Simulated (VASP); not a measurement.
Set up this calculation in VASP 6.6.1, as the native input.

- Task: single point
- Functional: r2SCAN0
- Potentials or basis: VASP PAW PBE potentials, release 64 (Ag)
- Cutoff: 520 eV
- k mesh: 6 × 6 × 6
- Occupations: fermi-dirac, width 0.05 eV
- Spin: no spin polarisation
- Dipole correction: no
- Grid for exact exchange (PRECFOCK): Normal
- Further INCAR settings: ALGO = Normal; EDIFF = 1e-07; NBANDS = 12

Ag:

```
Ag
1.0
     0.00000    2.05628    2.05628
     2.05628    0.00000    2.05628
     2.05628    2.05628    0.00000
Ag
1
Cartesian
  0.0000 0.0000 0.0000
```

The input as run:

POSCAR

```
Ag
1.0
    0.0000000000      2.0562785400      2.0562785400
    2.0562785400      0.0000000000      2.0562785400
    2.0562785400      2.0562785400      0.0000000000
Ag
1
Direct
    0.0000000000      0.0000000000      0.0000000000
```

INCAR.step1

```
SYSTEM = Ag
ALGO = Normal
EDIFF = 1E-5
ENCUT = 520
GGA = PE
ISIF = 2
ISMEAR = -1
LASPH = .TRUE.
LCHARG = .FALSE.
LREAL = .FALSE.
LWAVE = .TRUE.
NBANDS = 12
NELM = 80
PREC = Accurate
SIGMA = 0.05
```

INCAR.step2

```
SYSTEM = Ag
AEXX = 0.25
ALGO = Normal
EDIFF = 1E-7
ENCUT = 520
ISIF = 2
ISMEAR = -1
ISTART = 1
LASPH = .TRUE.
LCHARG = .FALSE.
LHFCALC = .TRUE.
LMIXTAU = .TRUE.
LREAL = .FALSE.
LWAVE = .FALSE.
METAGGA = R2SCAN
NBANDS = 12
NELM = 80
PREC = Accurate
PRECFOCK = Normal
SIGMA = 0.05
```

KPOINTS

```
k-points
0
G
  6 6 6
  0 0 0
```

Potentials or basis: VASP PAW PBE potentials, release 64 (Ag).

Command:

```bash
$ cat potpaw_PBE.64/Ag/POTCAR > POTCAR
$ cp INCAR.step1 INCAR
$ mpirun -np 1 vasp_std > vasp.out
$ cp INCAR.step2 INCAR
$ mpirun -np 1 vasp_std > vasp.out
```

It gave:

| Quantity | Value |
| --- | --- |
| Pressure | 2.1 GPa |

Caveat: the k points lie up to 0.44 Å⁻¹ apart; the PAW data sets were made with another functional, which shifts forces and pressure a little.

Wall time 9 min on 1 thread of Intel(R) Xeon(R) 6975P-C (Granite Rapids), on a shared host, peak memory 0.16 GiB.
